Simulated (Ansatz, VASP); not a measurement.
**One calculation of ZnCu, two programs**

Contents of INCAR:

```
PREC = Accurate
ENCUT = 520
EDIFF = 1E-7
ISMEAR = 0
SIGMA = 0.15
LREAL = False
LASPH = True
NELM = 80
ALGO = Fast
ISIF = 2
LWAVE = False
LCHARG = False
GGA = PE
NBANDS = 18
```

KPOINTS

```
Automatic mesh
0
Gamma
  16 16 16
```

File POSCAR:

```
ZnCu
1.0
    2.9450000000      0.0000000000      0.0000000000
    0.0000000000      2.9008250000      0.0000000000
    0.0000000000      0.0000000000      2.9450000000
Zn Cu
1 1
Direct
    0.5000000000      0.5000000000      0.5000000000
    0.0000000000      0.0000000000      0.0000000000
```

Input for Ansatz:

```yaml
crystal:
  lattice:
    - [2.945, 0.0, 0.0]
    - [0.0, 2.900825, 0.0]
    - [0.0, 0.0, 2.945]
  atoms:
    - { symbol: Zn, position: [0.5, 0.5, 0.5] }
    - { symbol: Cu, position: [0.0, 0.0, 0.0] }
basis:
  ecutwfc: 420
kpoints:
  mp_grid: { grid: [16, 16, 16] }
hamiltonian:
  xc: pbe
scf:
  occupations: { method: gaussian, width: 0.15 }
output:
  forces: true
  stress: true
  eigenvalues: true
```

Change from the starting cell: strain -0.0150 x Voigt [0, 1, 0, 0, 0, 0], atoms carried along.

Alike in both runs: task single point; functional PBE; k mesh 16 × 16 × 16; occupations gaussian, width 0.15 eV; no spin polarisation.

|  | VASP | Ansatz |
| --- | --- | --- |
| version | VASP 6.6.1 | Ansatz 0.2.0 |
| potentials or method | VASP PAW PBE potentials, release 64 (Zn, Cu), cutoff 520 eV | scalar-relativistic, plane waves, PAW |
| valence electrons in the cell | 23 | 31 |

```tsv
	VASP	Ansatz	Ansatz less VASP
gap on the k mesh at the Fermi level (eV)	none	none	-
pressure (GPa)	4.8	4.3	-0.54
```

A gap of «none» marks a metal or a gap that the smearing closes. The functional is the same, so the differences come from potentials, cutoffs and numerics. VASP's potentials hold 23 valence electrons a cell and Ansatz's 31, so a difference there can come from the potentials and not from the codes.
